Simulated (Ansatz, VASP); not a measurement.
# One calculation of TiGe4Mo, two programs

Contents of INCAR:

```
PREC = Accurate
ENCUT = 520
EDIFF = 1E-6
ISMEAR = 0
SIGMA = 0.1
LREAL = F
LASPH = T
NELM = 150
ALGO = Normal
ISIF = 2
LWAVE = F
LCHARG = F
ISPIN = 2
MAGMOM = 1 0 0 0 0 1
LORBIT = 11
LMAXMIX = 4
GGA = PE
NBANDS = 54
```

Contents of KPOINTS:

```
Automatic mesh
0
Gamma
  6 6 2
```

Contents of POSCAR:

```
TiGe4Mo
1.0
    3.3387941000      0.0000000000      0.0000000000
    0.0000000000      3.3387941000      0.0000000000
    0.0000000000      0.0000000000      8.4967963000
Ti Ge Mo
1 4 1
Direct
    0.5000000000      0.5000000000      0.5000000000
    0.0000000000      0.0000000000      0.6665090000
    0.5000000000      0.5000000000      0.1599250000
    0.0000000000      0.0000000000      0.3334910000
    0.5000000000      0.5000000000      0.8400750000
    0.0000000000      0.0000000000      0.0000000000
```

Input for Ansatz:

```yaml
crystal:
  lattice:
    - [3.3387941, 0.0, 0.0]
    - [0.0, 3.3387941, 0.0]
    - [0.0, 0.0, 8.4967963]
  atoms:
    - { symbol: Ti, position: [0.5, 0.5, 0.5], spin: 1.0 }
    - { symbol: Ge, position: [0.0, 0.0, 0.666509] }
    - { symbol: Ge, position: [0.5, 0.5, 0.159925] }
    - { symbol: Ge, position: [0.0, 0.0, 0.333491] }
    - { symbol: Ge, position: [0.5, 0.5, 0.840075] }
    - { symbol: Mo, position: [0.0, 0.0, 0.0], spin: 1.0 }
basis:
  ecutwfc: 420
kpoints:
  mp_grid: { grid: [6, 6, 2] }
hamiltonian:
  xc: pbe
scf:
  occupations: { method: gaussian, width: 0.1 }
  lower_state_search: "off"
output:
  forces: true
  stress: true
  eigenvalues: true
  populations: true
magnetization:
  spin_polarized: true
```

Alike in both runs: task single point; functional PBE; k mesh 6 × 6 × 2; occupations gaussian, width 0.1 eV; collinear spin.

```csv
,VASP,Ansatz
version,VASP 6.6.1,Ansatz 0.2.0
potentials or method,"VASP PAW PBE potentials, release 64 (Ti_sv, Ge_d, Mo_sv), cutoff 520 eV","scalar-relativistic, plane waves, PAW"
valence electrons in the cell,82,82
```

|  | VASP | Ansatz | Ansatz less VASP |
| --- | --- | --- | --- |
| gap on the k mesh at the Fermi level (eV) | none | none | - |
| pressure (GPa) | 0.4 | 0.1 | -0.24 |
| traceless stress, the component that is largest in VASP (GPa) | -0.09 | -0.10 | -0.009 |
| rms of the force components (eV/Å) | 0.028 | 0.026 | -0.0021 |
| net moment per atom (μB) | 0.00 | 0.00 | 0.000 |

Atom by atom the forces differ by 0.004 eV/Å (rms over components). A gap of «none» marks a metal or a gap that the smearing closes. Ansatz's warnings: seeded moment not kept.

The k mesh is coarse, so the values compare programs but aren't converged.
